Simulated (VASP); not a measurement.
# Se (P3_121) in VASP: a series of runs

Se is run at these levels: PBE; tasks: single point.

All numbers are computed with VASP 6.6.1; they aren't measurements. Logs are shortened: lines on timing, memory, paths and dates and some standing lists are left out, and cuts for length are marked.

## (1) The cell of the first run

It takes space group P3_121 (No. 152, trigonal). Conventional cell: a = 3.917 Å, b = 3.917 Å, c = 5.145 Å, α = 90.00°, β = 90.00°, γ = 120.00°. Within 3.2 Å of Se (site symmetry 2) lie 6 Se at 2.46 to 3.07 Å.

## (2) Single point, PBE

File INCAR:

```
  PREC = Accurate
  ENCUT = 520
  EDIFF = 1E-7
  ISMEAR = 0
  SIGMA = 0.02
  LREAL = F
  LASPH = T
  NELM = 80
  ALGO = Normal
  ISIF = 2
  LWAVE = F
  LCHARG = T
  GGA = PE
  LELF = T
  LVHAR = T
  NBANDS = 16
```

File KPOINTS:

```
Automatic mesh
0
Gamma
  12 12 6
```

File POSCAR:

```
Se
1.0
    3.9166948244      0.0000000000      0.0000000000
   -1.9583474122      3.3919572168      0.0000000000
    0.0000000000      0.0000000000      5.1454012191
Se
3
Direct
    0.2591868532      0.0000000000      0.3333333333
    0.0000000000      0.2591868532      0.6666666667
    0.7408131468      0.7408131468      0.0000000000
```

Potentials or basis: VASP PAW PBE potentials, release 64 (Se).

Command:

```sh
$ cat potpaw_PBE.64/Se/POTCAR > POTCAR
$ mpirun -np 1 vasp_std > vasp.out
```

OUTCAR:

```text
PREC = Accurate
   ENCUT = 520
   EDIFF = 1E-7
   ISMEAR = 0
   LREAL = F
   LASPH = T
   NELM = 80
   ISIF = 2
   GGA = PE

 ion  position               nearest neighbor table
   1  0.259  0.000  0.333-   3 2.46   2 2.46
   2  0.000  0.259  0.667-   3 2.46   1 2.46
   3  0.741  0.741  0.000-   2 2.46   1 2.46

  LATTYP: Found a hexagonal cell.
 ALAT       =     3.9166948244
 C/A-ratio  =     1.3137100157

  Lattice vectors:

 A1 = (   3.9166948244,   0.0000000000,   0.0000000000)
 A2 = (  -1.9583474122,   3.3919572168,   0.0000000000)
 A3 = (   0.0000000000,   0.0000000000,   5.1454012191)

Analysis of symmetry for initial positions (statically):
=====================================================================
 Subroutine PRICEL returns:
 Original cell was already a primitive cell.

 Routine SETGRP: Setting up the symmetry group for a
 hexagonal supercell.

 Subroutine GETGRP returns: Found  6 space group operations
 (whereof  2 operations were pure point group operations)
 out of a pool of 24 trial point group operations.

The static configuration has the point symmetry C_2 .
 The point group associated with its full space group is D_3 .

Analysis of symmetry for dynamics (positions and initial velocities):
=====================================================================
 Subroutine PRICEL returns:
 Original cell was already a primitive cell.

 Routine SETGRP: Setting up the symmetry group for a
 hexagonal supercell.

 Subroutine GETGRP returns: Found  6 space group operations
 (whereof  2 operations were pure point group operations)
 out of a pool of 24 trial point group operations.

The dynamic configuration has the point symmetry C_2 .
 The point group associated with its full space group is D_3 .

 Subroutine INISYM returns: Found  6 space group operations
 (whereof  2 operations are pure point group operations),
 and found     1 'primitive' translations

----------------------------------------------------------------------------------------

                                     Primitive cell

  volume of cell :      68.3580

  direct lattice vectors                    reciprocal lattice vectors
     3.916694824  0.000000000  0.000000000     0.255317313  0.147407520  0.000000000
    -1.958347412  3.391957217  0.000000000     0.000000000  0.294815039  0.000000000
     0.000000000  0.000000000  5.145401219     0.000000000  0.000000000  0.194348304

  length of vectors
[... 81 lines left out ...]
   LASPH  =      T    aspherical Exc in radial PAW
   ENCUT  =  520.0 eV  38.22 Ry    6.18 a.u.   7.28  7.28  9.57*2*pi/ulx,y,z
   NELM   =     80;   NELMIN=  2; NELMDL= -5     # of ELM steps
   EDIFF  = 0.1E-06   stopping-criterion for ELM
   LREAL  =      F    real-space projection
   EDIFFG = 0.1E-05   stopping-criterion for IOM
   NSW    =      0    number of steps for IOM
   IBRION =     -1    ionic relax: 0-MD 1-quasi-New 2-CG
   NFREE  =      0    steps in history (QN), initial steepest desc. (CG)
   ISIF   =      2    stress and relaxation
   ISYM   =      2    0-nonsym 1-usesym 2-fastsym
   POTIM  = 0.5000    time-step for ionic-motion
   TEBEG  =    0.0;   TEEND  =   0.0 temperature during run
   PSTRESS=    0.0 pullay stress
   NELECT =      18.0000    total number of electrons
   NUPDOWN=      -1.0000    fix difference up-down
   EMIN   =  10.00;   EMAX   =-10.00  energy-range for DOS
   EFERMI =   0.00;   METHOD = LEGACY
   ISMEAR =     0;   SIGMA  =   0.02  broadening in eV -4-tet -1-fermi 0-gaus
   EFERMI_NEDOS =   21; number of points for ismear=-14 and -15
   IALGO  =     38    algorithm
   IMIX   =      4    mixing-type and parameters
     AMIX     =   0.40;   BMIX     =  1.00
     AMIX_MAG =   1.60;   BMIX_MAG =  1.00
  volume/ion in A,a.u.               =      22.79       153.77
  Fermi-wavevector in a.u.,A,eV,Ry     =   1.049307  1.982903 14.980628  1.101045
  Thomas-Fermi vector in A             =   2.184264
   LORBIT       =      0    0 simple, 1 ext, 2 COOP (PROOUT), +10 PAW based schemes
   GGA     = PE    functional components
   LHFCALC =     F    Hartree Fock is set to
   AEXX    =    0.0000 exact exchange contribution
   IVDW    =     0    specifies the selected vdW correction
   LEPSILON=     F    determine dielectric tensor
   LRPA    =     F    only Hartree local field effects (RPA)
 non-spin polarized calculation
 Gauss-broadening in eV      SIGMA  =   0.02
  energy-cutoff  :      520.00
  volume of cell :       68.36
 maximum number of plane-waves:      1867
 NGX is ok and might be reduce to    30
   NGX = 15   NGY = 15   NGZ = 19

 number of electron      18.0000000 magnetization

 Free energy of the ion-electron system (eV)
  ---------------------------------------------------
  ext. energy  EPLUGINS =         0.00000000
  ---------------------------------------------------
  free energy    TOTEN  =       -10.30722808 eV

  energy without entropy =      -10.30722808  energy(sigma->0) =      -10.30722808

 E-fermi :   4.6901     XC(G=0):  -9.8021

 val. band max:        4.5504993537   @ k =   0.3333   0.3333   0.5000
 cond. band min:       4.8336137275   @ k =   0.3333   0.3333   0.5000
 fundamental gap:      0.2831143738
 Fermi energy:         4.6901465958

 k-point     1 :       0.0000    0.0000    0.0000
  band No.  band energies     occupation
      1     -11.8346      2.00000
      2      -7.6429      2.00000
      3      -7.6429      2.00000
      4       0.8347      2.00000
      5       1.1874      2.00000
      6       1.1874      2.00000
[... 433 lines left out ...]
      3      -6.5574      2.00000
      4      -0.2906      2.00000
      5      -0.0309      2.00000
      6       0.9923      2.00000
[... 8 lines left out ...]
     15      12.3794      0.00000
     16      12.9030      0.00000

 [... further k-points ...]
[... 5 lines left out ...]
  --------------------------------------------------------------------------------------
  -------------------------------------------------------------------------------------
  Total        2.1583621      2.1583621      2.1906370      0.0000000      0.0000000      0.0000000
  in kB       50.5877714     50.5877714     51.3442303      0.0000000      0.0000000      0.0000000
  external PRESSURE =      50.8399244 kB  Pullay stress =       0.0000000 kB

 VOLUME and BASIS-vectors are now :
 -----------------------------------------------------------------------------
  energy-cutoff  :      520.00
  volume of cell :       68.36
      direct lattice vectors                 reciprocal lattice vectors
     3.916694824  0.000000000  0.000000000     0.255317313  0.147407520  0.000000000
    -1.958347412  3.391957217  0.000000000     0.000000000  0.294815039  0.000000000
     0.000000000  0.000000000  5.145401219     0.000000000  0.000000000  0.194348304

 POSITION                                       TOTAL-FORCE (eV/Angst)
 -----------------------------------------------------------------------------------
      1.01516      0.00000      1.71513         0.014095      0.000000     -0.000000
     -0.50758      0.87915      3.43027        -0.007047      0.012206      0.000000
      1.45077      2.51281      0.00000        -0.007047     -0.012206      0.000000
 -----------------------------------------------------------------------------------
    total drift:                               -0.000001     -0.000001     -0.000000

  FREE ENERGIE OF THE ION-ELECTRON SYSTEM (eV)
  ---------------------------------------------------
  free  energy   TOTEN  =       -10.3072280758 eV

  energy  without entropy=      -10.3072280758  energy(sigma->0) =      -10.30722808
```

OSZICAR:

```text
N       E                     dE             d eps       ncg     rms          rms(c)
DAV:   1     0.802286482193E+02    0.80229E+02   -0.74732E+03  3200   0.958E+02
DAV:   2    -0.562509962605E+01   -0.85854E+02   -0.81443E+02  4248   0.158E+02
DAV:   3    -0.103203489927E+02   -0.46952E+01   -0.46743E+01  3960   0.414E+01
DAV:   4    -0.103494772379E+02   -0.29128E-01   -0.29117E-01  4248   0.382E+00
DAV:   5    -0.103496419301E+02   -0.16469E-03   -0.16469E-03  4064   0.282E-01    0.731E+00
DAV:   6    -0.103166016315E+02    0.33040E-01   -0.24181E-02  3992   0.103E+00    0.450E+00
DAV:   7    -0.103077688205E+02    0.88328E-02   -0.48593E-02  4008   0.143E+00    0.168E-01
DAV:   8    -0.103071424675E+02    0.62635E-03   -0.74995E-03  3696   0.537E-01    0.101E-01
DAV:   9    -0.103072035881E+02   -0.61121E-04   -0.20433E-04  4584   0.950E-02    0.376E-02
DAV:  10    -0.103072268216E+02   -0.23233E-04   -0.29680E-05  3968   0.379E-02    0.618E-03
DAV:  11    -0.103072282603E+02   -0.14388E-05   -0.59721E-06  4544   0.155E-02    0.362E-03
DAV:  12    -0.103072281497E+02    0.11068E-06   -0.13408E-06  4096   0.743E-03    0.175E-03
DAV:  13    -0.103072280758E+02    0.73905E-07   -0.16632E-07  3624   0.254E-03
   1 F= -.10307228E+02 E0= -.10307228E+02  d E =-.362213E-25
```

stdout:

```text
POSCAR found type information on POSCAR Se
 POSCAR found :  1 types and       3 ions
 scaLAPACK will be used
 LDA part: xc-table for (Slater+PW92), standard interpolation
 POSCAR, INCAR and KPOINTS ok, starting setup
 FFT: planning ... GRIDC
 FFT: planning ... GRID_SOFT
 FFT: planning ... GRID
 WAVECAR not read
 entering main loop
```

It took 86 s on 1 thread of Intel Xeon 6975P-C, shared host; peak memory 0.23 GiB.

Results:

```
Free energy            : -10.3072 eV
Pressure               : 5.1 GPa
Largest force          : 0.014 eV/Å
Band gap on the k mesh : 0.28 eV, direct
```

Forces in eV/Å, atoms in the order of the input:
```
Se   0.014  0.000  0.000
Se  -0.007  0.012  0.000
Se  -0.007 -0.012  0.000
```

Stress tensor (GPa, compression positive):
```
5.06 0.00 0.00
0.00 5.06 0.00
0.00 0.00 5.13
```

Levels at points of the mesh, in eV from the valence-band top:
| k point | band 6 | band 7 | band 8 | band 9 | band 10 | band 11 | band 12 | band 13 |
| --- | --- | --- | --- | --- | --- | --- | --- | --- |
| (0.00, 0.00, 0.00) | -3.36 | -1.98 | -1.98 | -0.78 | 1.32 | 1.32 | 2.04 | 6.27 |
| (0.50, 0.00, 0.00) | -4.18 | -4.11 | -1.40 | -1.01 | 1.20 | 1.36 | 3.91 | 4.37 |
| (0.00, 0.00, 0.50) | -3.16 | -1.55 | -1.29 | -1.29 | 0.71 | 0.77 | 0.77 | 5.23 |
| (0.50, 0.00, 0.50) | -4.40 | -2.81 | -2.36 | -0.22 | 1.05 | 2.37 | 3.06 | 5.79 |

A k mesh can miss the band edges.

## (3) Single point, PBE

File INCAR:

```
SYSTEM = Se
  PREC = Accurate
  ENCUT = 520
  EDIFF = 1E-6
  ISMEAR = 0
  SIGMA = 0.02
  LREAL = .FALSE.
  LASPH = .TRUE.
  NELM = 100
  ALGO = Normal
  ISIF = 2
  LWAVE = .FALSE.
  LCHARG = .FALSE.
  GGA = PE
  NBANDS = 16
```

File KPOINTS:

```
Automatic mesh
0
G
  12 12 6
  0 0 0
```

POSCAR is that of step 2.

Potentials or basis: VASP PAW PBE potentials, release 64 (Se).

Command:

```sh
$ cat potpaw_PBE.64/Se/POTCAR > POTCAR
$ mpirun -np 1 vasp_std > vasp.out
```

Run time: 77 s. Hardware: 1 thread of Intel Xeon 6975P-C, shared host; peak memory 0.23 GiB.

The run converged. Its results:

```
Free energy            : -10.3072 eV
Pressure               : 5.1 GPa
Largest force          : 0.014 eV/Å
Band gap on the k mesh : 0.28 eV, direct
```

Forces on the atoms (eV/Å):
```
Se   0.014  0.000  0.000
Se  -0.007  0.012  0.000
Se  -0.007 -0.012  0.000
```

Stress tensor (GPa, compression positive):
```
5.06 0.00 0.00
0.00 5.06 0.00
0.00 0.00 5.14
```

Levels at points of the mesh, in eV from the valence-band top:
| k point | band 7 | band 8 | band 9 | band 10 | band 11 | band 12 |
| --- | --- | --- | --- | --- | --- | --- |
| (0.00, 0.00, 0.00) | -1.98 | -1.98 | -0.78 | 1.32 | 1.32 | 2.04 |
| (0.50, 0.00, 0.00) | -4.11 | -1.40 | -1.01 | 1.20 | 1.36 | 3.91 |
| (0.00, 0.00, 0.50) | -1.55 | -1.29 | -1.29 | 0.71 | 0.77 | 0.77 |
| (0.50, 0.00, 0.50) | -2.81 | -2.36 | -0.22 | 1.05 | 2.37 | 3.06 |

A k mesh can miss the band edges.
